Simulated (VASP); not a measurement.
# Cs (Im-3m) in VASP: notebook

Cs is run at these levels: r2SCAN; tasks: single point, relaxation of cell and atoms.

All numbers are computed with VASP 6.6.1; they aren't measurements. Logs are shortened: lines on timing, memory, paths and dates and some standing lists are left out, and cuts for length are marked.

## (1) The cell of the first run

Symmetry: Im-3m, No. 229, cubic system. Conventional cell: a = 6.238 Å, b = 6.238 Å, c = 6.238 Å, α = 90.00°, β = 90.00°, γ = 90.00°.

## (2) Single point, r2SCAN

The input, POSCAR:

```
Cs
1.0
   -3.1187941709      3.1187941709      3.1187941709
    3.1187941709     -3.1187941709      3.1187941709
    3.1187941709      3.1187941709     -3.1187941709
Cs
1
Direct
    0.0000000000      0.0000000000      0.0000000000
```

The input, INCAR.step1:

```
PREC = Accurate ; ENCUT = 550
ISMEAR = -1 ; SIGMA = 0.1
LREAL = F ; LASPH = T
NELM = 120 ; NBANDS = 10
GGA = PE ; ALGO = Normal
EDIFF = 1E-5 ; LWAVE = T
LCHARG = F ; GGA_COMPAT = F
```

The input, INCAR.step2:

```
PREC = Accurate ; ENCUT = 550
EDIFF = 1E-6 ; ISMEAR = -1
SIGMA = 0.1 ; LREAL = F
LASPH = T ; NELM = 120
ALGO = Normal ; ISIF = 2
LWAVE = F ; LCHARG = F
METAGGA = R2SCAN ; LMIXTAU = T
NBANDS = 10 ; ISTART = 1
GGA_COMPAT = F
```

The input, KPOINTS:

```
Automatic mesh
0
Gamma
  5 5 5
```

Potentials or basis: VASP PAW PBE potentials, release 64 (Cs_sv).

Launch:

```sh
cat potpaw_PBE.64/Cs_sv/POTCAR > POTCAR
cp INCAR.step1 INCAR
mpirun -np 1 vasp_std > vasp.out
cp INCAR.step2 INCAR
mpirun -np 1 vasp_std > vasp.out
```

OUTCAR:

```text
PREC = Accurate
   ENCUT = 550
   EDIFF = 1E-6
   ISMEAR = -1
   LREAL = F
   LASPH = T
   NELM = 120
   ISIF = 2
   METAGGA = R2SCAN
   ISTART = 1

 ion  position               nearest neighbor table
   1  0.000  0.000  0.000-

  LATTYP: Found a body centered cubic cell.
 ALAT       =     6.2375883418

  Lattice vectors:

 A1 = (  -3.1187941709,   3.1187941709,   3.1187941709)
 A2 = (   3.1187941709,  -3.1187941709,   3.1187941709)
 A3 = (   3.1187941709,   3.1187941709,  -3.1187941709)

Analysis of symmetry for initial positions (statically):
=====================================================================
 Subroutine PRICEL returns:
 Original cell was already a primitive cell.

 Routine SETGRP: Setting up the symmetry group for a
 body centered cubic supercell.

 Subroutine GETGRP returns: Found 48 space group operations
 (whereof 48 operations were pure point group operations)
 out of a pool of 48 trial point group operations.

The static configuration has the point symmetry O_h .

Analysis of symmetry for dynamics (positions and initial velocities):
=====================================================================
 Subroutine PRICEL returns:
 Original cell was already a primitive cell.

 Routine SETGRP: Setting up the symmetry group for a
 body centered cubic supercell.

 Subroutine GETGRP returns: Found 48 space group operations
 (whereof 48 operations were pure point group operations)
 out of a pool of 48 trial point group operations.

The dynamic configuration has the point symmetry O_h .

 Subroutine INISYM returns: Found 48 space group operations
 (whereof 48 operations are pure point group operations),
 and found     1 'primitive' translations

----------------------------------------------------------------------------------------

                                     Primitive cell

  volume of cell :     121.3445

  direct lattice vectors                    reciprocal lattice vectors
    -3.118794171  3.118794171  3.118794171     0.000000000  0.160318371  0.160318371
     3.118794171 -3.118794171  3.118794171     0.160318371  0.000000000  0.160318371
     3.118794171  3.118794171 -3.118794171     0.160318371  0.160318371  0.000000000

  length of vectors
     5.401909962  5.401909962  5.401909962     0.226724414  0.226724414  0.226724414

  position of ions in fractional coordinates (direct lattice)
     0.000000000  0.000000000  0.000000000

  ion indices of the primitive-cell ions
   primitive index   ion index
                 1           1

----------------------------------------------------------------------------------------

 KPOINTS: Automatic mesh

Automatic generation of k-mesh.
 Grid dimensions read from file:
 generate k-points for:    5    5    5

 Generating k-lattice:

  Cartesian coordinates                     Fractional coordinates (reciprocal lattice)
     0.000000000  0.032063674  0.032063674     0.200000000  0.000000000  0.000000000
     0.032063674  0.000000000  0.032063674     0.000000000  0.200000000  0.000000000
     0.032063674  0.032063674  0.000000000     0.000000000  0.000000000  0.200000000

  Length of vectors
     0.045344883  0.045344883  0.045344883

  Shift w.r.t. Gamma in fractional coordinates (k-lattice)
     0.000000000  0.000000000  0.000000000

 Subroutine IBZKPT returns following result:
 ===========================================

 Found     10 irreducible k-points:

 Following reciprocal coordinates:
            Coordinates               Weight
  0.000000  0.000000  0.000000      1.000000
  0.200000  0.000000  0.000000     12.000000
  0.400000  0.000000  0.000000     12.000000
  0.200000  0.200000  0.000000     24.000000
  0.400000  0.200000  0.000000     24.000000
  0.200000  0.200000  0.200000      8.000000
 -0.200000  0.200000  0.200000      6.000000
 -0.400000  0.400000  0.200000     24.000000
 -0.400000 -0.400000  0.200000      8.000000
 -0.400000  0.400000  0.400000      6.000000
   k-points           NKPTS =     10   k-points in BZ     NKDIM =     10   number of bands    NBANDS=     10
   number of dos      NEDOS =    301   number of ions     NIONS =      1
   total plane-waves  NPLWV =  74088
   dimension x,y,z NGX =    42 NGY =   42 NGZ =   42
   dimension x,y,z NGXF=    84 NGYF=   84 NGZF=   84
   ions per type =               1
   NGX,Y,Z   is equivalent  to a cutoff of  12.93, 12.93, 12.93 a.u.
   NGXF,Y,Z  is equivalent  to a cutoff of  25.85, 25.85, 25.85 a.u.
 SYSTEM =  unknown system
   PREC   = accura    normal or accurate (medium, high low for compatibility)
   ISTART =      1    job   : 0-new  1-cont  2-samecut
   ICHARG =      0    charge: 1-file 2-atom 10-const
   ISPIN  =      1    spin polarized calculation?
   LNONCOLLINEAR =      F non collinear calculations
   LSORBIT =      F    spin-orbit coupling
   LASPH  =      T    aspherical Exc in radial PAW
   ENCUT  =  550.0 eV  40.42 Ry    6.36 a.u.  10.33 10.33 10.33*2*pi/ulx,y,z
   NELM   =    120;   NELMIN=  2; NELMDL=  0     # of ELM steps
   EDIFF  = 0.1E-05   stopping-criterion for ELM
   LREAL  =      F    real-space projection
   EDIFFG = 0.1E-04   stopping-criterion for IOM
   NSW    =      0    number of steps for IOM
   IBRION =     -1    ionic relax: 0-MD 1-quasi-New 2-CG
   NFREE  =      0    steps in history (QN), initial steepest desc. (CG)
   ISIF   =      2    stress and relaxation
   ISYM   =      2    0-nonsym 1-usesym 2-fastsym
   POTIM  = 0.5000    time-step for ionic-motion
   TEBEG  =    0.0;   TEEND  =   0.0 temperature during run
   PSTRESS=    0.0 pullay stress
   NELECT =       9.0000    total number of electrons
   NUPDOWN=      -1.0000    fix difference up-down
   EMIN   =  10.00;   EMAX   =-10.00  energy-range for DOS
   EFERMI =   0.00;   METHOD = LEGACY
   ISMEAR =    -1;   SIGMA  =   0.10  broadening in eV -4-tet -1-fermi 0-gaus
   EFERMI_NEDOS =   21; number of points for ismear=-14 and -15
   IALGO  =     38    algorithm
   IMIX   =      4    mixing-type and parameters
     AMIX     =   0.40;   BMIX     =  1.00
     AMIX_MAG =   1.60;   BMIX_MAG =  1.00
  volume/ion in A,a.u.               =     121.34       818.87
  Fermi-wavevector in a.u.,A,eV,Ry     =   0.687832  1.299814  6.437089  0.473113
  Thomas-Fermi vector in A             =   1.768459
   LORBIT       =      0    0 simple, 1 ext, 2 COOP (PROOUT), +10 PAW based schemes
   METAGGA = R2SCAN    functional components
   LHFCALC =     F    Hartree Fock is set to
   AEXX    =    0.0000 exact exchange contribution
   IVDW    =     0    specifies the selected vdW correction
   LEPSILON=     F    determine dielectric tensor
   LRPA    =     F    only Hartree local field effects (RPA)
 non-spin polarized calculation
  energy-cutoff  :      550.00
  volume of cell :      121.34
 maximum number of plane-waves:      3575
 NGX is ok and might be reduce to    42
   NGX = 21   NGY = 21   NGZ = 21

 number of electron       9.0000000 magnetization

 Free energy of the ion-electron system (eV)
  ---------------------------------------------------
  ext. energy  EPLUGINS =         0.00000000
  ---------------------------------------------------
  free energy    TOTEN  =       -25.04412091 eV

  energy without entropy =      -25.00970968  energy(sigma->0) =      -25.02691529

 E-fermi :   0.4176     XC(G=0):  -5.4951

 val. band max:        0.1601354674   @ k =   0.4000   0.0000   0.0000
 cond. band min:       0.4866491265   @ k =  -0.4000   0.4000   0.2000
 fundamental gap:      0.3265136591
 Fermi energy:         0.4176189450

 k-point     1 :       0.0000    0.0000    0.0000
  band No.  band energies     occupation
      1     -24.4140      2.00000
      2     -10.7877      2.00000
      3     -10.7877      2.00000
      4     -10.7877      2.00000
      5      -1.3139      2.00000
      6       3.1914      0.00000
      7       3.1914      0.00000
      8       3.1914      0.00000
      9       4.0295      0.00000
     10       4.0295      0.00000

 k-point     2 :       0.2000    0.0000    0.0000
  band No.  band energies     occupation
      1     -24.4120      2.00000
      2     -10.8288      2.00000
      3     -10.8008      2.00000
      4     -10.7878      2.00000
      5      -0.8849      2.00000
      6       2.5721      0.00000
      7       2.7778      0.00000
      8       3.6200      0.00000
      9       3.8236      0.00000
     10       3.9761      0.00000

 k-point     3 :       0.4000    0.0000    0.0000
  band No.  band energies     occupation
      1     -24.4089      2.00000
      2     -10.8933      2.00000
      3     -10.8217      2.00000
      4     -10.7881      2.00000
      5       0.1601      1.85845
      6       1.4909      0.00004
      7       2.3302      0.00000
      8       3.9727      0.00000
      9       4.2612      0.00000
     10       4.8169      0.00000

 k-point     4 :       0.2000    0.2000    0.0000
  band No.  band energies     occupation
      1     -24.4095      2.00000
      2     -10.8717      2.00000
      3     -10.8189      2.00000
      4     -10.7967      2.00000
      5      -0.1234      1.99109
      6       1.9041      0.00000
      7       2.2491      0.00000
      8       3.7557      0.00000
      9       4.2504      0.00000
     10       4.4424      0.00000

 k-point     5 :       0.4000    0.2000    0.0000
  band No.  band energies     occupation
      1     -24.4079      2.00000
      2     -10.8895      2.00000
      3     -10.8411      2.00000
      4     -10.7992      2.00000
      5       0.8668      0.02215
      6       1.1855      0.00092
      7       1.9434      0.00000
      8       3.7597      0.00000
      9       4.4177      0.00000
     10       4.6678      0.00000

 k-point     6 :       0.2000    0.2000    0.2000
  band No.  band energies     occupation
      1     -24.4082      2.00000
      2     -10.8745      2.00000
      3     -10.8258      2.00000
      4     -10.8258      2.00000
      5       0.8231      0.03408
      6       1.6067      0.00001
      7       1.6067      0.00001
      8       3.6986      0.00000
      9       4.5012      0.00000
     10       4.5012      0.00000

 k-point     7 :      -0.2000    0.2000    0.2000
  band No.  band energies     occupation
      1     -24.4102      2.00000
      2     -10.8346      2.00000
      3     -10.8146      2.00000
      4     -10.8146      2.00000
      5      -0.4864      1.99976
      6       2.4617      0.00000
      7       2.8503      0.00000
      8       2.8503      0.00000
      9       3.6728      0.00000
     10       4.4778      0.00000

 k-point     8 :      -0.4000    0.4000    0.2000
  band No.  band energies     occupation
      1     -24.4073      2.00000
      2     -10.8829      2.00000
      3     -10.8367      2.00000
      4     -10.8172      2.00000
      5       0.4866      0.66793
      6       1.5019      0.00004
      7       2.6454      0.00000
      8       2.8946      0.00000
      9       4.0461      0.00000
     10       4.6914      0.00000

 k-point     9 :      -0.4000   -0.4000    0.2000
  band No.  band energies     occupation
      1     -24.4060      2.00000
      2     -10.8718      2.00000
      3     -10.8718      2.00000
      4     -10.8235      2.00000
      5       1.2074      0.00074
      6       1.2074      0.00074
      7       1.9652      0.00000
      8       3.6978      0.00000
      9       3.6978      0.00000
     10       4.7358      0.00000

 k-point    10 :      -0.4000    0.4000    0.4000
  band No.  band energies     occupation
      1     -24.4048      2.00000
      2     -10.8682      2.00000
      3     -10.8607      2.00000
      4     -10.8607      2.00000
      5       0.9857      0.00680
      6       1.2599      0.00044
      7       3.2186      0.00000
      8       3.2425      0.00000
      9       3.2425      0.00000
     10       4.7931      0.00000

------------------------ aborting loop because EDIFF is reached ----------------------------------------

  FORCE on cell =-STRESS in cart. coord.  units (eV):
  Direction    XX          YY          ZZ          XY          YZ          ZX
  --------------------------------------------------------------------------------------
  -------------------------------------------------------------------------------------
  Total        0.0102352      0.0102352      0.0102352      0.0000000     -0.0000000     -0.0000000
  in kB        0.1351407      0.1351407      0.1351407      0.0000000     -0.0000000     -0.0000000
  external PRESSURE =       0.1351407 kB  Pullay stress =       0.0000000 kB

 VOLUME and BASIS-vectors are now :
 -----------------------------------------------------------------------------
  energy-cutoff  :      550.00
  volume of cell :      121.34
      direct lattice vectors                 reciprocal lattice vectors
    -3.118794171  3.118794171  3.118794171     0.000000000  0.160318371  0.160318371
     3.118794171 -3.118794171  3.118794171     0.160318371  0.000000000  0.160318371
     3.118794171  3.118794171 -3.118794171     0.160318371  0.160318371  0.000000000

 POSITION                                       TOTAL-FORCE (eV/Angst)
 -----------------------------------------------------------------------------------
      0.00000      0.00000      0.00000        -0.000000      0.000000      0.000000
 -----------------------------------------------------------------------------------
    total drift:                                0.000000      0.000000      0.000000

  FREE ENERGIE OF THE ION-ELECTRON SYSTEM (eV)
  ---------------------------------------------------
  free  energy   TOTEN  =       -25.0441209075 eV

  energy  without entropy=      -25.0097096770  energy(sigma->0) =      -25.02691529
```

Run time: 65 s. Hardware: 1 thread of Oxide Virtual Turin-like, shared host; peak memory 0.23 GiB.

What came out:

- Free energy: -25.0441 eV
- Pressure: 0.0 GPa
- Band gap on the k mesh: zero (an odd number of electrons rules out a gap without spin polarisation)

Caveat: the PAW data sets were made with another functional, which shifts forces and pressure a little; spin-orbit coupling is left out, which moves the levels of the heavy elements.

(Continued in part 2 of 2.)

The gap in the log of VASP goes by the Fermi energy; the results here count the filled bands.